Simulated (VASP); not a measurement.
# Lu (P6_3/mmc) in VASP: a series of runs

Lu is run at these levels: LDA; tasks: single point.

Program: VASP 6.6.1. These are calculated values, not measurements. Logs are shortened: lines on timing, memory, paths and dates and some standing lists are left out, and cuts for length are marked.

## Step 1: The cell of the first run

The structure is hexagonal, space group P6_3/mmc (No. 194). The conventional cell has a = 3.382 Å, b = 3.382 Å, c = 5.252 Å, α = 90.00°, β = 90.00°, γ = 120.00°. Within 4.3 Å of Lu (site symmetry -6m2) lie 12 Lu at 3.27 to 3.38 Å.

## Step 2: Single point, LDA

INCAR

```
ALGO = Normal
EDIFF = 1E-7
ENCUT = 520
GGA = CA
ISIF = 2
ISMEAR = -1
LASPH = True
LCHARG = True
LELF = True
LREAL = False
LVHAR = True
LWAVE = False
NBANDS = 32
NELM = 100
PREC = Accurate
SIGMA = 0.1
```

KPOINTS

```
k-points
0
Gamma
  18 18 10
```

POSCAR

```
Lu
1.0
    3.3823924653      0.0000000000      0.0000000000
   -1.6911962327      2.9292378005      0.0000000000
    0.0000000000      0.0000000000      5.2524129119
Lu
2
Direct
    0.3333333333      0.6666666667      0.2500000000
    0.6666666667      0.3333333333      0.7500000000
```

Potentials or basis: VASP PAW PBE potentials, release 64 (Lu).

On the command line:

```
$ cat potpaw_PBE.64/Lu/POTCAR > POTCAR
$ mpirun -np 1 vasp_std > vasp.out
```

OUTCAR:

```text
EDIFF = 1E-7
   ENCUT = 520
   GGA = CA
   ISIF = 2
   ISMEAR = -1
   LASPH = True
   LREAL = False
   NELM = 100
   PREC = Accurate

 ion  position               nearest neighbor table
   1  0.333  0.667  0.250-   2 3.27   2 3.27   2 3.27   2 3.27   2 3.27   2 3.27
   2  0.667  0.333  0.750-   1 3.27   1 3.27   1 3.27   1 3.27   1 3.27   1 3.27

  LATTYP: Found a hexagonal cell.
 ALAT       =     3.3823924653
 C/A-ratio  =     1.5528691498

  Lattice vectors:

 A1 = (   3.3823924653,   0.0000000000,   0.0000000000)
 A2 = (  -1.6911962327,   2.9292378005,   0.0000000000)
 A3 = (   0.0000000000,   0.0000000000,   5.2524129119)

Analysis of symmetry for initial positions (statically):
=====================================================================
 Subroutine PRICEL returns:
 Original cell was already a primitive cell.

 Routine SETGRP: Setting up the symmetry group for a
 hexagonal supercell.

 Subroutine GETGRP returns: Found 24 space group operations
 (whereof 12 operations were pure point group operations)
 out of a pool of 24 trial point group operations.

The static configuration has the point symmetry D_3d.
 The point group associated with its full space group is D_6h.

Analysis of symmetry for dynamics (positions and initial velocities):
=====================================================================
 Subroutine PRICEL returns:
 Original cell was already a primitive cell.

 Routine SETGRP: Setting up the symmetry group for a
 hexagonal supercell.

 Subroutine GETGRP returns: Found 24 space group operations
 (whereof 12 operations were pure point group operations)
 out of a pool of 24 trial point group operations.

The dynamic configuration has the point symmetry D_3d.
 The point group associated with its full space group is D_6h.

 Subroutine INISYM returns: Found 24 space group operations
 (whereof 12 operations are pure point group operations),
 and found     1 'primitive' translations

----------------------------------------------------------------------------------------

                                     Primitive cell

  volume of cell :      52.0400

  direct lattice vectors                    reciprocal lattice vectors
     3.382392465  0.000000000  0.000000000     0.295648719  0.170692868  0.000000000
    -1.691196233  2.929237801  0.000000000     0.000000000  0.341385735  0.000000000
     0.000000000  0.000000000  5.252412912     0.000000000  0.000000000  0.190388687

  length of vectors
     3.382392465  3.382392465  5.252412912     0.341385735  0.341385735  0.190388687

  position of ions in fractional coordinates (direct lattice)
     0.333333333  0.666666667  0.250000000
     0.666666667  0.333333333  0.750000000

  ion indices of the primitive-cell ions
   primitive index   ion index
                 1           1
                 2           2

----------------------------------------------------------------------------------------

 KPOINTS: k-points

Automatic generation of k-mesh.
 Grid dimensions read from file:
 generate k-points for:   18   18   10

 Generating k-lattice:

  Cartesian coordinates                     Fractional coordinates (reciprocal lattice)
     0.016424929  0.009482937  0.000000000     0.055555556 -0.000000000  0.000000000
     0.000000000  0.018965874  0.000000000     0.000000000  0.055555556  0.000000000
     0.000000000  0.000000000  0.019038869     0.000000000  0.000000000  0.100000000

  Length of vectors
     0.018965874  0.018965874  0.019038869

  Shift w.r.t. Gamma in fractional coordinates (k-lattice)
     0.000000000  0.000000000  0.000000000

 Subroutine IBZKPT returns following result:
 ===========================================

 Found    222 irreducible k-points:

 Following reciprocal coordinates:
            Coordinates               Weight
  0.000000  0.000000  0.000000      1.000000
  0.055556 -0.000000  0.000000      6.000000
  0.111111 -0.000000  0.000000      6.000000
  0.166667  0.000000  0.000000      6.000000
  0.222222  0.000000  0.000000      6.000000
  0.277778  0.000000  0.000000      6.000000
[... 16 lines left out ...]
  0.333333  0.111111  0.000000     12.000000
  0.388889  0.111111  0.000000     12.000000
 [... further k-points ...]
   k-points           NKPTS =    222   k-points in BZ     NKDIM =    222   number of bands    NBANDS=     32
   number of dos      NEDOS =    301   number of ions     NIONS =      2
   total plane-waves  NPLWV =  31360
   dimension x,y,z NGX =    28 NGY =   28 NGZ =   40
   dimension x,y,z NGXF=    56 NGYF=   56 NGZF=   80
   ions per type =               2
   NGX,Y,Z   is equivalent  to a cutoff of  13.76, 13.76, 12.66 a.u.
   NGXF,Y,Z  is equivalent  to a cutoff of  27.52, 27.52, 25.32 a.u.
 SYSTEM =  unknown system
   PREC   = accura    normal or accurate (medium, high low for compatibility)
   ISTART =      0    job   : 0-new  1-cont  2-samecut
   ICHARG =      2    charge: 1-file 2-atom 10-const
   ISPIN  =      1    spin polarized calculation?
   LNONCOLLINEAR =      F non collinear calculations
   LSORBIT =      F    spin-orbit coupling
   LASPH  =      T    aspherical Exc in radial PAW
   ENCUT  =  520.0 eV  38.22 Ry    6.18 a.u.   6.29  6.29  9.77*2*pi/ulx,y,z
   NELM   =    100;   NELMIN=  2; NELMDL= -5     # of ELM steps
   EDIFF  = 0.1E-06   stopping-criterion for ELM
   LREAL  =      F    real-space projection
   EDIFFG = 0.1E-05   stopping-criterion for IOM
   NSW    =      0    number of steps for IOM
   IBRION =     -1    ionic relax: 0-MD 1-quasi-New 2-CG
   NFREE  =      0    steps in history (QN), initial steepest desc. (CG)
   ISIF   =      2    stress and relaxation
   ISYM   =      2    0-nonsym 1-usesym 2-fastsym
   POTIM  = 0.5000    time-step for ionic-motion
   TEBEG  =    0.0;   TEEND  =   0.0 temperature during run
   PSTRESS=    0.0 pullay stress
   NELECT =      50.0000    total number of electrons
   NUPDOWN=      -1.0000    fix difference up-down
   EMIN   =  10.00;   EMAX   =-10.00  energy-range for DOS
   EFERMI =   0.00;   METHOD = LEGACY
   ISMEAR =    -1;   SIGMA  =   0.10  broadening in eV -4-tet -1-fermi 0-gaus
   EFERMI_NEDOS =   21; number of points for ismear=-14 and -15
   IALGO  =     38    algorithm
   IMIX   =      4    mixing-type and parameters
     AMIX     =   0.40;   BMIX     =  1.00
     AMIX_MAG =   1.60;   BMIX_MAG =  1.00
  volume/ion in A,a.u.               =      26.02       175.59
  Fermi-wavevector in a.u.,A,eV,Ry     =   1.615421  3.052703 35.505551  2.609584
  Thomas-Fermi vector in A             =   2.710171
   LORBIT       =      0    0 simple, 1 ext, 2 COOP (PROOUT), +10 PAW based schemes
   GGA     = CA    functional components
   LHFCALC =     F    Hartree Fock is set to
   AEXX    =    0.0000 exact exchange contribution
   IVDW    =     0    specifies the selected vdW correction
   LEPSILON=     F    determine dielectric tensor
   LRPA    =     F    only Hartree local field effects (RPA)
 non-spin polarized calculation
  energy-cutoff  :      520.00
  volume of cell :       52.04
 maximum number of plane-waves:      1423
 NGX is ok and might be reduce to    28
   NGX = 13   NGY = 13   NGZ = 19

 number of electron      49.9999981 magnetization

 Free energy of the ion-electron system (eV)
  ---------------------------------------------------
  ext. energy  EPLUGINS =         0.00000000
  ---------------------------------------------------
  free energy    TOTEN  =       -10.43579835 eV

  energy without entropy =      -10.33877564  energy(sigma->0) =      -10.38728700

 E-fermi :   2.3575     XC(G=0): -11.5478

 val. band max:        2.3477531680   @ k =   0.3889   0.1667   0.4000
 cond. band min:       2.3634525037   @ k =   0.3889  -0.0000   0.0000
 fundamental gap:      0.0156993357
 Fermi energy:         2.3575065535

 k-point     1 :       0.0000    0.0000    0.0000
  band No.  band energies     occupation
      1     -53.3134      2.00000
      2     -53.2494      2.00000
      3     -24.6180      2.00000
      4     -23.9761      2.00000
      5     -23.9761      2.00000
      6     -23.8489      2.00000
[... 24 lines left out ...]
     31       5.9025      0.00000
     32       5.9025      0.00000

 k-point     2 :       0.0556   -0.0000    0.0000
  band No.  band energies     occupation
      1     -53.3121      2.00000
      2     -53.2490      2.00000
      3     -24.6106      2.00000
      4     -23.9908      2.00000
      5     -23.9813      2.00000
      6     -23.8647      2.00000
[... 24 lines left out ...]
     31       5.7782      0.00000
     32       5.8137      0.00000

 k-point     3 :       0.1111   -0.0000    0.0000
  band No.  band energies     occupation
      1     -53.3085      2.00000
      2     -53.2479      2.00000
      3     -24.5890      2.00000
      4     -24.0332      2.00000
      5     -23.9959      2.00000
      6     -23.9095      2.00000
[... 24 lines left out ...]
     31       5.5851      0.00000
     32       5.6811      0.00000

 k-point     4 :       0.1667    0.0000    0.0000
  band No.  band energies     occupation
      1     -53.3028      2.00000
      2     -53.2464      2.00000
      3     -24.5543      2.00000
      4     -24.0983      2.00000
      5     -24.0177      2.00000
      6     -23.9765      2.00000
[... 24 lines left out ...]
     31       5.9357      0.00000
     32       6.0518      0.00000

 k-point     5 :       0.2222    0.0000    0.0000
  band No.  band energies     occupation
      1     -53.2955      2.00000
      2     -53.2446      2.00000
      3     -24.5087      2.00000
      4     -24.1784      2.00000
      5     -24.0562      2.00000
      6     -24.0436      2.00000
[... 584 lines left out ...]
     31       6.7829      0.00000
     32       7.6364      0.00000

 k-point    22 :       0.2778    0.1111    0.0000
  band No.  band energies     occupation
      1     -53.2769      2.00000
      2     -53.2423      2.00000
      3     -24.3810      2.00000
      4     -24.3347      2.00000
      5     -24.2370      2.00000
      6     -24.0992      2.00000
[... 24 lines left out ...]
     31       7.4949      0.00000
     32       8.3326      0.00000

 k-point    23 :       0.3333    0.1111    0.0000
  band No.  band energies     occupation
      1     -53.2698      2.00000
      2     -53.2425      2.00000
      3     -24.3961      2.00000
      4     -24.3258      2.00000
      5     -24.2748      2.00000
      6     -24.1325      2.00000
[... 24 lines left out ...]
     31       8.1561      0.00000
     32       9.0444      0.00000

 k-point    24 :       0.3889    0.1111    0.0000
  band No.  band energies     occupation
      1     -53.2645      2.00000
      2     -53.2434      2.00000
      3     -24.4359      2.00000
      4     -24.2993      2.00000
      5     -24.2808      2.00000
      6     -24.1539      2.00000
[... 24 lines left out ...]
     31       8.6683      0.00000
     32       9.5774      0.00000

 [... further k-points ...]

------------------------ aborting loop because EDIFF is reached ----------------------------------------

  FORCE on cell =-STRESS in cart. coord.  units (eV):
  Direction    XX          YY          ZZ          XY          YZ          ZX
  --------------------------------------------------------------------------------------
  -------------------------------------------------------------------------------------
  Total        0.0679793      0.0679793      0.1293150     -0.0000000      0.0000000      0.0000000
  in kB        2.0929063      2.0929063      3.9812744     -0.0000000      0.0000000      0.0000000
  external PRESSURE =       2.7223623 kB  Pullay stress =       0.0000000 kB

 VOLUME and BASIS-vectors are now :
 -----------------------------------------------------------------------------
  energy-cutoff  :      520.00
  volume of cell :       52.04
      direct lattice vectors                 reciprocal lattice vectors
     3.382392465  0.000000000  0.000000000     0.295648719  0.170692868  0.000000000
    -1.691196233  2.929237801  0.000000000     0.000000000  0.341385735  0.000000000
     0.000000000  0.000000000  5.252412912     0.000000000  0.000000000  0.190388687

 POSITION                                       TOTAL-FORCE (eV/Angst)
 -----------------------------------------------------------------------------------
     -0.00000      1.95283      1.31310        -0.000000     -0.000000      0.000000
      1.69120      0.97641      3.93931         0.000000      0.000000      0.000000
 -----------------------------------------------------------------------------------
    total drift:                               -0.000000      0.000000     -0.000000

  FREE ENERGIE OF THE ION-ELECTRON SYSTEM (eV)
  ---------------------------------------------------
  free  energy   TOTEN  =       -10.4357983549 eV

  energy  without entropy=      -10.3387756364  energy(sigma->0) =      -10.38728700
```

Run time: 8.2 min. Hardware: 1 thread of Intel Xeon 8259CL, shared host; peak memory 0.39 GiB.

What came out:

* Free energy: -10.4358 eV
* Pressure: 0.3 GPa
* Band gap on the k mesh: zero (bands 25 and 26 overlap by 1.89 eV)

Caveat: the PAW data sets were made with another functional, which shifts forces and pressure a little; spin-orbit coupling is left out, which moves the levels of the heavy elements.

## Step 3: Single point, LDA (27.06 Å³/atom)

This run uses another cell than the first one, of 27.06 Å³/atom.

INCAR

```
PREC = Accurate
ENCUT = 520
EDIFF = 1E-6
ISMEAR = -1
SIGMA = 0.1
LREAL = F
LASPH = T
NELM = 100
ALGO = Normal
ISIF = 2
LWAVE = F
LCHARG = F
GGA = CA
NBANDS = 32
```

KPOINTS

```
regular mesh
0
Gamma
  18 18 10
```

POSCAR

```
Lu
1.0
    3.4269027337      0.0000000000      0.0000000000
   -1.7134513668      2.9677848236      0.0000000000
    0.0000000000      0.0000000000      5.3215315345
Lu
2
Direct
    0.3333333333      0.6666666667      0.2500000000
    0.6666666667      0.3333333333      0.7500000000
```

Potentials or basis: VASP PAW PBE potentials, release 64 (Lu).

On the command line:

```
$ cat potpaw_PBE.64/Lu/POTCAR > POTCAR
$ mpirun -np 1 vasp_std > vasp.out
```

Run time: 6.1 min. Hardware: 1 thread of Intel Xeon 8259CL, shared host; peak memory 0.4 GiB.

Results (log left out):

* Free energy: -10.4275 eV
* Pressure: -1.7 GPa
* Band gap on the k mesh: zero (bands 25 and 26 overlap by 1.87 eV)

Stress tensor (GPa, compression positive):
```
-1.79  0.00  0.00
 0.00 -1.79  0.00
 0.00  0.00 -1.66
```

Levels at points of the mesh, in eV from the Fermi level:
```
           k point  band 23  band 24  band 25  band 26  band 27  band 28
(0.00, 0.00, 0.00)    -4.78    -2.52     1.10     2.14     2.14     2.66
(0.50, 0.00, 0.00)    -2.38    -1.52    -0.96    -0.22     1.76     1.76
(0.00, 0.00, 0.50)    -4.35    -4.35     1.24     1.24     2.02     2.02
(0.50, 0.00, 0.50)    -2.23    -2.23     0.12     0.12     1.60     1.60
```

Caveat: the PAW data sets were made with another functional, which shifts forces and pressure a little; spin-orbit coupling is left out, which moves the levels of the heavy elements.

[end of part 1 of 2]
